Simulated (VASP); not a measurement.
# PbS (Fm-3m) in VASP: a series of runs, part 4 of 4

VASP 6.6.1.

## (6) Single point, PBE, non-collinear spin, zero start, spin-orbit coupling

This run uses another cell than the first one, of 24.52 Å³/atom.

INCAR reads:

```
SYSTEM = PbS
  PREC = Accurate
  ENCUT = 520
  EDIFF = 1E-6
  ISMEAR = -1
  SIGMA = 0.05
  LREAL = .FALSE.
  LASPH = .TRUE.
  NELM = 150
  ALGO = Normal
  ISIF = 2
  LWAVE = .FALSE.
  LCHARG = .FALSE.
  MAGMOM = 0 0 0 0 0 0
  LORBIT = 11
  LSORBIT = .TRUE.
  GGA_COMPAT = .FALSE.
  LORBMOM = .TRUE.
  GGA = PE
  NBANDS = 32
```

KPOINTS reads:

```
Automatic mesh
0
G
  8 8 8
  0 0 0
```

POSCAR reads:

```
PbS
1.0
    0.0000000000      2.9052075019      2.9052075019
    2.9052075019      0.0000000000      2.9052075019
    2.9052075019      2.9052075019      0.0000000000
Pb S
1 1
Direct
    0.0000000000      0.0000000000      0.0000000000
    0.5000000000      0.5000000000      0.5000000000
```

Potentials or basis: VASP PAW PBE potentials, release 64 (Pb_d, S).

Run with:

```
$ cat potpaw_PBE.64/Pb_d/POTCAR potpaw_PBE.64/S/POTCAR > POTCAR
$ mpirun -np 1 vasp_ncl > vasp.out
```

OUTCAR:

```text
SYSTEM = PbS
   PREC = Accurate
   ENCUT = 520
   EDIFF = 1E-6
   ISMEAR = -1
   LREAL = .FALSE.
   LASPH = .TRUE.
   NELM = 150
   ISIF = 2
   LORBIT = 11
   LSORBIT = .TRUE.
   GGA = PE

 ion  position               nearest neighbor table
   1  0.000  0.000  0.000-   2 2.91   2 2.91   2 2.91   2 2.91   2 2.91   2 2.91
   2  0.500  0.500  0.500-   1 2.91   1 2.91   1 2.91   1 2.91   1 2.91   1 2.91

  LATTYP: Found a face centered cubic cell.
 ALAT       =     5.8104150038

  Lattice vectors:

 A1 = (   0.0000000000,   2.9052075019,   2.9052075019)
 A2 = (   2.9052075019,   0.0000000000,   2.9052075019)
 A3 = (   2.9052075019,   2.9052075019,   0.0000000000)

Analysis of symmetry for initial positions (statically):
=====================================================================
 Subroutine PRICEL returns:
 Original cell was already a primitive cell.

 Routine SETGRP: Setting up the symmetry group for a
 face centered cubic supercell.

 Subroutine GETGRP returns: Found 48 space group operations
 (whereof 48 operations were pure point group operations)
 out of a pool of 48 trial point group operations.

The static configuration has the point symmetry O_h .

Analysis of symmetry for dynamics (positions and initial velocities):
=====================================================================
 Subroutine PRICEL returns:
 Original cell was already a primitive cell.

 Routine SETGRP: Setting up the symmetry group for a
 face centered cubic supercell.

 Subroutine GETGRP returns: Found 48 space group operations
 (whereof 48 operations were pure point group operations)
 out of a pool of 48 trial point group operations.

The dynamic configuration has the point symmetry O_h .

Analysis of structural, dynamic, and magnetic symmetry:
=====================================================================
 Subroutine PRICEL returns:
 Original cell was already a primitive cell.

 Routine SETGRP: Setting up the symmetry group for a
[... 1049 lines left out ...]

 # of ion     p       d       tot
 ----------------------------------------
  1         0.000  -0.000  -0.000
  2         0.000   0.000   0.000
 ----------------------------------------
            0.000  -0.000  -0.000

 orbital moment (z)

 # of ion     p       d       tot
 ----------------------------------------
  1         0.000   0.000   0.000
  2         0.000   0.000   0.000
 ----------------------------------------
            0.000   0.000   0.000

 Spin-Orbit-Coupling matrix elements

 Ion:    1  E_soc:     -0.8095396
 l=   1
     0.0000000    -0.0680372    -0.0680372
    -0.0680372     0.0000000    -0.0680372
    -0.0680372    -0.0680372     0.0000000
 l=   2
     0.0000000    -0.0135008     0.0000000    -0.0135008    -0.0533853
    -0.0135008     0.0000000    -0.0400390    -0.0135008    -0.0133463
     0.0000000    -0.0400390     0.0000000    -0.0400390     0.0000000
    -0.0135008    -0.0135008    -0.0400390     0.0000000    -0.0133463
    -0.0533853    -0.0133463     0.0000000    -0.0133463     0.0000000
 l=   3
     0.0000000     0.0000000     0.0000000     0.0000000     0.0000000     0.0000000     0.0000000
     0.0000000     0.0000000     0.0000000     0.0000000     0.0000000     0.0000000     0.0000000
     0.0000000     0.0000000     0.0000000     0.0000000     0.0000000     0.0000000     0.0000000
     0.0000000     0.0000000     0.0000000     0.0000000     0.0000000     0.0000000     0.0000000
     0.0000000     0.0000000     0.0000000     0.0000000     0.0000000     0.0000000     0.0000000
     0.0000000     0.0000000     0.0000000     0.0000000     0.0000000     0.0000000     0.0000000
     0.0000000     0.0000000     0.0000000     0.0000000     0.0000000     0.0000000     0.0000000

 Ion:    2  E_soc:     -0.0040294
 l=   1
     0.0000000    -0.0006716    -0.0006716
    -0.0006716     0.0000000    -0.0006716
    -0.0006716    -0.0006716     0.0000000
 l=   2
     0.0000000     0.0000000     0.0000000     0.0000000     0.0000000
     0.0000000     0.0000000     0.0000000     0.0000000     0.0000000
     0.0000000     0.0000000     0.0000000     0.0000000     0.0000000
     0.0000000     0.0000000     0.0000000     0.0000000     0.0000000
     0.0000000     0.0000000     0.0000000     0.0000000     0.0000000
 l=   3
     0.0000000     0.0000000     0.0000000     0.0000000     0.0000000     0.0000000     0.0000000
     0.0000000     0.0000000     0.0000000     0.0000000     0.0000000     0.0000000     0.0000000
     0.0000000     0.0000000     0.0000000     0.0000000     0.0000000     0.0000000     0.0000000
     0.0000000     0.0000000     0.0000000     0.0000000     0.0000000     0.0000000     0.0000000
     0.0000000     0.0000000     0.0000000     0.0000000     0.0000000     0.0000000     0.0000000
     0.0000000     0.0000000     0.0000000     0.0000000     0.0000000     0.0000000     0.0000000
     0.0000000     0.0000000     0.0000000     0.0000000     0.0000000     0.0000000     0.0000000

 total charge

# of ion       s       p       d       tot
------------------------------------------
    1        1.476   0.565   9.854  11.895
    2        1.357   2.343   0.000   3.700
--------------------------------------------------
tot          2.833   2.908   9.854  15.595

 magnetization (x)

# of ion       s       p       d       tot
------------------------------------------
    1        0.000   0.000   0.000   0.000
    2        0.000   0.000   0.000   0.000
--------------------------------------------------
tot          0.000   0.000   0.000   0.000

 magnetization (y)

# of ion       s       p       d       tot
------------------------------------------
    1        0.000  -0.000   0.000  -0.000
    2        0.000   0.000   0.000   0.000
--------------------------------------------------
tot          0.000  -0.000   0.000  -0.000

 magnetization (z)

# of ion       s       p       d       tot
------------------------------------------
    1        0.000   0.000   0.000   0.000
    2        0.000   0.000   0.000   0.000
--------------------------------------------------
tot          0.000   0.000   0.000   0.000
```

OSZICAR:

```text
N       E                     dE             d eps       ncg     rms          rms(c)
DAV:   1     0.216204059753E+03    0.21620E+03   -0.91131E+03  1856   0.137E+03
DAV:   2     0.145830923510E+02   -0.20162E+03   -0.19162E+03  1912   0.391E+02
DAV:   3    -0.830026867185E+01   -0.22883E+02   -0.22184E+02  2376   0.146E+02
DAV:   4    -0.938793161942E+01   -0.10877E+01   -0.10851E+01  2224   0.320E+01
DAV:   5    -0.944124764687E+01   -0.53316E-01   -0.53310E-01  2856   0.726E+00    0.519E+00
DAV:   6    -0.904971298352E+01    0.39153E+00   -0.89542E-01  2776   0.880E+00    0.348E+00
DAV:   7    -0.905715719787E+01   -0.74442E-02   -0.18686E-01  2352   0.233E+00    0.207E+00
DAV:   8    -0.906172552675E+01   -0.45683E-02   -0.26776E-02  2648   0.205E+00    0.508E-01
DAV:   9    -0.905970699882E+01    0.20185E-02   -0.45814E-03  2640   0.825E-01    0.184E-01
DAV:  10    -0.905973471736E+01   -0.27719E-04   -0.15193E-03  2704   0.327E-01    0.560E-02
DAV:  11    -0.905980154798E+01   -0.66831E-04   -0.17602E-04  2208   0.861E-02    0.575E-02
DAV:  12    -0.905980722379E+01   -0.56758E-05   -0.49977E-05  2616   0.875E-02    0.222E-02
DAV:  13    -0.905980769474E+01   -0.47095E-06   -0.40161E-06  2448   0.212E-02
   1 F= -.90598077E+01 E0= -.90595673E+01  d E =-.480807E-03  mag=     0.0000     0.0000     0.0000
```

stdout:

```text
POSCAR found type information on POSCAR PbS
 POSCAR found :  2 types and       2 ions
 scaLAPACK will be used
 LDA part: xc-table for (Slater+PW92), standard interpolation
 POSCAR, INCAR and KPOINTS ok, starting setup
 FFT: planning ... GRIDC
 FFT: planning ... GRID_SOFT
 FFT: planning ... GRID
 WAVECAR not read
 entering main loop
```

Run time: 56 s. Hardware: 1 thread of AMD EPYC 9R45 (Zen 5), shared host; peak memory 0.3 GiB.

Results:

- Free energy: -9.0598 eV
- Pressure: 6.0 GPa
- Net moment: 0.00 μB per cell
- Valence electrons inside the program's atomic spheres: Pb 11.89; S 3.70

Moments on the atoms (μB; x, y, z):
```
Pb  0.00 0.00 0.00
S   0.00 0.00 0.00
```

Caveat: the cell stands under pressure.

## (7) Summary

| level | spin | cell | k mesh | grid for exact exchange (PRECFOCK) | share of exact exchange | screening parameter | gap on the mesh (eV) | pressure (GPa) |
| --- | --- | --- | --- | --- | --- | --- | --- | --- |
| PBE-based screened hybrid with 25 % exact exchange | off | a = 4.226 Å, angles 60.0°, 2 atoms | 4 × 4 × 4 | Normal | 0.25 | 0.3 1/Å | 0.76 | -0.1 |
| PBEsol-based screened hybrid with 25 % exact exchange | off | a = 4.249 Å, angles 60.0°, 2 atoms | 4 × 4 × 4 | Normal | 0.25 | 0.207 1/Å | 0.86 | -3.1 |
| PBEsol-based screened hybrid with 25 % exact exchange | off | a = 4.276 Å, angles 60.0°, 2 atoms | 4 × 4 × 4 | Normal | 0.25 | 0.207 1/Å | 0.93 | -4.0 |
| PBEsol-based screened hybrid with 25 % exact exchange | off | a = 4.194 Å, angles 60.0°, 2 atoms | 5 × 5 × 5 | Normal | 0.25 | 0.207 1/Å | - | -1.2 |
| PBE | non-collinear, zero start, SOC | a = 4.109 Å, angles 60.0°, 2 atoms | 8 × 8 × 8 | - | - | - | - | 6.0 |

Alike in all rows: task single point; potentials or basis VASP PAW PBE potentials, release 64 (Pb_d, S); cutoff (eV) 520; smearing fermi-dirac 0.05 eV.

Caveats: some runs use coarse meshes; the PAW data sets were made with another functional, which shifts forces and pressure a little (at least some runs); spin-orbit coupling is left out, which moves the levels of the heavy elements (at least some runs); the cell stands under pressure (at least some runs).

Total energies depend on the potentials used, so only differences within one code and one set of settings carry meaning.
